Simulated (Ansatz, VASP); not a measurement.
## Ge in VASP and in Ansatz

File INCAR:

```
SYSTEM = Ge
ALGO = Normal
EDIFF = 1E-6
ENCUT = 520
GGA = RP
ISIF = 2
ISMEAR = -1
LASPH = .TRUE.
LCHARG = .FALSE.
LREAL = .FALSE.
LWAVE = .FALSE.
NBANDS = 21
NELM = 100
PREC = Accurate
SIGMA = 0.1
```

The input KPOINTS:

```
k-points
0
G
  19 19 11
  0 0 0
```

The input POSCAR:

```
Ge
1.0
    3.0077593161      0.0000000000      0.0000000000
   -1.5038796580      2.6047959762      0.0000000000
    0.0000000000      0.0000000000      4.6601090200
Ge
2
Direct
    0.3333333333      0.6666666667      0.2500000000
    0.6666666667      0.3333333333      0.7500000000
```

Input for Ansatz:

```yaml
crystal:
  lattice:
    - [3.0077593161, 0.0, 0.0]
    - [-1.503879658, 2.6047959762, 0.0]
    - [0.0, 0.0, 4.66010902]
  atoms:
    - { symbol: Ge, position: [0.3333333333, 0.6666666667, 0.25] }
    - { symbol: Ge, position: [0.6666666667, 0.3333333333, 0.75] }
hamiltonian:
  xc: rpbe
  pseudopotentials:
    kind: paw
    azcp:
      Ge: "pseudopotentials/Ge.paw.azcp"
basis:
  ecutwfc: 420
  fft_grid_basis: typed
kpoints:
  mp_grid: { grid: [19, 19, 11], shift: [0, 0, 0] }
magnetization:
  spin_polarized: false
scf:
  occupations: { method: fermi_dirac, width: 0.1 }
output:
  stress: true
```

Alike in both runs: task single point; functional RPBE; k mesh 19 × 19 × 11; occupations fermi-dirac, width 0.1 eV; no spin polarisation.

|  | VASP | Ansatz |
| --- | --- | --- |
| version | VASP 6.6.1 | Ansatz 0.2.0 |
| potentials or method | VASP PAW PBE potentials, release 64 (Ge_d), cutoff 520 eV | plane waves (420 eV) with PAW, scalar-relativistic |
| valence electrons in the cell | 28 | 28 |

```tsv
	VASP	Ansatz	Ansatz less VASP
pressure (GPa)	6.2	6.1	-0.09
traceless stress, the component that is largest in VASP (GPa)	2.02	2.01	-0.008
```

VASP's potentials were made for PBE, not for RPBE.
